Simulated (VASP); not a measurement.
# In (Fm-3m) in VASP: further runs

In is run at these levels: PBE; tasks: single point.

Everything below comes from runs of VASP 6.6.1. Logs are shortened: lines on timing, memory, paths and dates and some standing lists are left out, and cuts for length are marked.

### 1 The cell of the first run

Symmetry: Fm-3m, No. 225, cubic system. The conventional cell has a = 4.738 Å, b = 4.738 Å, c = 4.738 Å, α = 90.00°, β = 90.00°, γ = 90.00°. In (site symmetry m-3m) has 12 In at 3.35 Å within 4.4 Å.

### 2 Single point, PBE (Tl replaced by In, lengths x 0.988, strained)

Contents of INCAR:

```
SYSTEM = In
PREC = Accurate
ENCUT = 500
EDIFF = 1E-6
ISMEAR = 0
SIGMA = 0.1
LREAL = .FALSE.
LASPH = .TRUE.
NELM = 120
ALGO = Normal
ISIF = 2
LWAVE = .FALSE.
LCHARG = .FALSE.
GGA = PE
NBANDS = 12
GGA_COMPAT = .FALSE.
```

Contents of KPOINTS:

```
regular mesh
0
G
  6 6 6
  0 0 0
```

Contents of POSCAR:

```
In
1.0
    0.0000000000      2.3688395862      2.3688395862
    2.3688395862      0.0000000000      2.3688395862
    2.3688395862      2.3688395862      0.0000000000
In
1
Direct
    0.0000000000      0.0000000000      0.0000000000
```

Potentials or basis: VASP PAW PBE potentials, release 64 (In_d).

Started as:

```
$ cat potpaw_PBE.64/In_d/POTCAR > POTCAR
$ mpirun -np 1 vasp_std > vasp.out
```

OUTCAR:

```text
SYSTEM = In
   PREC = Accurate
   ENCUT = 500
   EDIFF = 1E-6
   ISMEAR = 0
   LREAL = .FALSE.
   LASPH = .TRUE.
   NELM = 120
   ISIF = 2
   GGA = PE

 ion  position               nearest neighbor table
   1  0.000  0.000  0.000-

  LATTYP: Found a face centered cubic cell.
 ALAT       =     4.7376791724

  Lattice vectors:

 A1 = (   0.0000000000,   2.3688395862,   2.3688395862)
 A2 = (   2.3688395862,   0.0000000000,   2.3688395862)
 A3 = (   2.3688395862,   2.3688395862,   0.0000000000)

Analysis of symmetry for initial positions (statically):
=====================================================================
 Subroutine PRICEL returns:
 Original cell was already a primitive cell.

 Routine SETGRP: Setting up the symmetry group for a
 face centered cubic supercell.

 Subroutine GETGRP returns: Found 48 space group operations
 (whereof 48 operations were pure point group operations)
 out of a pool of 48 trial point group operations.

The static configuration has the point symmetry O_h .

Analysis of symmetry for dynamics (positions and initial velocities):
=====================================================================
 Subroutine PRICEL returns:
 Original cell was already a primitive cell.

 Routine SETGRP: Setting up the symmetry group for a
 face centered cubic supercell.

 Subroutine GETGRP returns: Found 48 space group operations
 (whereof 48 operations were pure point group operations)
 out of a pool of 48 trial point group operations.

The dynamic configuration has the point symmetry O_h .

 Subroutine INISYM returns: Found 48 space group operations
 (whereof 48 operations are pure point group operations),
 and found     1 'primitive' translations

----------------------------------------------------------------------------------------

                                     Primitive cell

  volume of cell :      26.5850

  direct lattice vectors                    reciprocal lattice vectors
     0.000000000  2.368839586  2.368839586    -0.211073811  0.211073811  0.211073811
     2.368839586  0.000000000  2.368839586     0.211073811 -0.211073811  0.211073811
     2.368839586  2.368839586  0.000000000     0.211073811  0.211073811 -0.211073811

  length of vectors
     3.350045070  3.350045070  3.350045070     0.365590565  0.365590565  0.365590565

  position of ions in fractional coordinates (direct lattice)
     0.000000000  0.000000000  0.000000000

  ion indices of the primitive-cell ions
   primitive index   ion index
                 1           1
[... 70 lines left out ...]
   ISYM   =      2    0-nonsym 1-usesym 2-fastsym
   POTIM  = 0.5000    time-step for ionic-motion
   TEBEG  =    0.0;   TEEND  =   0.0 temperature during run
   PSTRESS=    0.0 pullay stress
   NELECT =      13.0000    total number of electrons
   NUPDOWN=      -1.0000    fix difference up-down
   EMIN   =  10.00;   EMAX   =-10.00  energy-range for DOS
   EFERMI =   0.00;   METHOD = LEGACY
   ISMEAR =     0;   SIGMA  =   0.10  broadening in eV -4-tet -1-fermi 0-gaus
   EFERMI_NEDOS =   21; number of points for ismear=-14 and -15
   IALGO  =     38    algorithm
   IMIX   =      4    mixing-type and parameters
     AMIX     =   0.40;   BMIX     =  1.00
     AMIX_MAG =   1.60;   BMIX_MAG =  1.00
  volume/ion in A,a.u.               =      26.59       179.40
  Fermi-wavevector in a.u.,A,eV,Ry     =   1.289764  2.437301 22.633176  1.663492
  Thomas-Fermi vector in A             =   2.421637
   LORBIT       =      0    0 simple, 1 ext, 2 COOP (PROOUT), +10 PAW based schemes
   GGA     = PE    functional components
   LHFCALC =     F    Hartree Fock is set to
   AEXX    =    0.0000 exact exchange contribution
   IVDW    =     0    specifies the selected vdW correction
   LEPSILON=     F    determine dielectric tensor
   LRPA    =     F    only Hartree local field effects (RPA)
 non-spin polarized calculation
 Gauss-broadening in eV      SIGMA  =   0.10
  energy-cutoff  :      500.00
  volume of cell :       26.59
 maximum number of plane-waves:       692
   NGX = 13   NGY = 13   NGZ = 13

 number of electron      12.9999991 magnetization

 Free energy of the ion-electron system (eV)
  ---------------------------------------------------
  ext. energy  EPLUGINS =         0.00000000
  ---------------------------------------------------
  free energy    TOTEN  =        -2.58482887 eV

  energy without entropy =       -2.58163588  energy(sigma->0) =       -2.58323237

 E-fermi :   7.2339     XC(G=0): -10.1850

 val. band max:        7.0530371427   @ k =  -0.3333   0.3333   0.0000
 cond. band min:       7.2478691621   @ k =  -0.3333   0.3333   0.0000
 fundamental gap:      0.1948320194
 Fermi energy:         7.2339411949

 k-point     1 :       0.0000    0.0000    0.0000
  band No.  band energies     occupation
      1      -7.3044      2.00000
      2      -7.3044      2.00000
      3      -7.3044      2.00000
      4      -7.1410      2.00000
      5      -7.1410      2.00000
      6      -2.0997      2.00000
      7      17.7646      0.00000
      8      17.7646      0.00000
      9      17.7646      0.00000
     10      18.8175      0.00000
     11      21.1884      0.00000
     12      21.1884      0.00000
[... 211 lines left out ...]
 k-point    16 :      -0.3333    0.5000    0.1667
  band No.  band energies     occupation
      1      -7.3849      2.00000
      2      -7.3488      2.00000
      3      -7.1082      2.00000
      4      -7.0654      2.00000
      5      -6.9541      2.00000
      6       5.5611      2.00000
      7       6.1278      2.00000
      8       8.7048      0.00000
      9       9.2615      0.00000
     10      18.5229      0.00000
     11      18.5565      0.00000
     12      24.4252      0.00000

------------------------ aborting loop because EDIFF is reached ----------------------------------------

  FORCE on cell =-STRESS in cart. coord.  units (eV):
  Direction    XX          YY          ZZ          XY          YZ          ZX
  --------------------------------------------------------------------------------------
  -------------------------------------------------------------------------------------
  Total        0.0273030      0.0273030      0.0273030     -0.0000000      0.0000000      0.0000000
  in kB        1.6454470      1.6454470      1.6454470     -0.0000000      0.0000000      0.0000000
  external PRESSURE =       1.6454470 kB  Pullay stress =       0.0000000 kB

 VOLUME and BASIS-vectors are now :
 -----------------------------------------------------------------------------
  energy-cutoff  :      500.00
  volume of cell :       26.59
      direct lattice vectors                 reciprocal lattice vectors
     0.000000000  2.368839586  2.368839586    -0.211073811  0.211073811  0.211073811
     2.368839586  0.000000000  2.368839586     0.211073811 -0.211073811  0.211073811
     2.368839586  2.368839586  0.000000000     0.211073811  0.211073811 -0.211073811

 POSITION                                       TOTAL-FORCE (eV/Angst)
 -----------------------------------------------------------------------------------
      0.00000      0.00000      0.00000         0.000000      0.000000      0.000000
 -----------------------------------------------------------------------------------
    total drift:                               -0.000000      0.000000     -0.000000

  FREE ENERGIE OF THE ION-ELECTRON SYSTEM (eV)
  ---------------------------------------------------
  free  energy   TOTEN  =        -2.5848288702 eV

  energy  without entropy=       -2.5816358787  energy(sigma->0) =       -2.58323237
```

stdout:

```text
POSCAR found type information on POSCAR In
 POSCAR found :  1 types and       1 ions
 scaLAPACK will be used
 LDA part: xc-table for (Slater+PW92), standard interpolation
 POSCAR, INCAR and KPOINTS ok, starting setup
 FFT: planning ... GRIDC
 FFT: planning ... GRID_SOFT
 FFT: planning ... GRID
 WAVECAR not read
 entering main loop
```

It took 3.4 s on 1 thread of Intel Xeon Platinum 8488C (Sapphire Rapids), shared host; peak memory 0.13 GiB.

What came out:

```yaml
Free_energy: -2.5848 eV
Pressure: 0.2 GPa
```

Levels at points of the mesh, in eV from the Fermi level:
```
           k point  band 4  band 5  band 6  band 7  band 8  band 9
(0.00, 0.00, 0.00)  -14.37  -14.37   -9.33   10.53   10.53   10.53
(0.50, 0.00, 0.00)  -14.23  -14.23   -4.21   -3.21    8.41    8.41
(0.50, 0.50, 0.00)  -14.19  -14.19   -2.06   -2.02    4.10    4.10
```

Caveat: the k points lie up to 0.38 Å⁻¹ apart; the cell differs from its parent crystal (Tl replaced by In, lengths x 0.988, strained); spin-orbit coupling is left out, which moves the levels of the heavy elements.

[end of part 1 of 2]
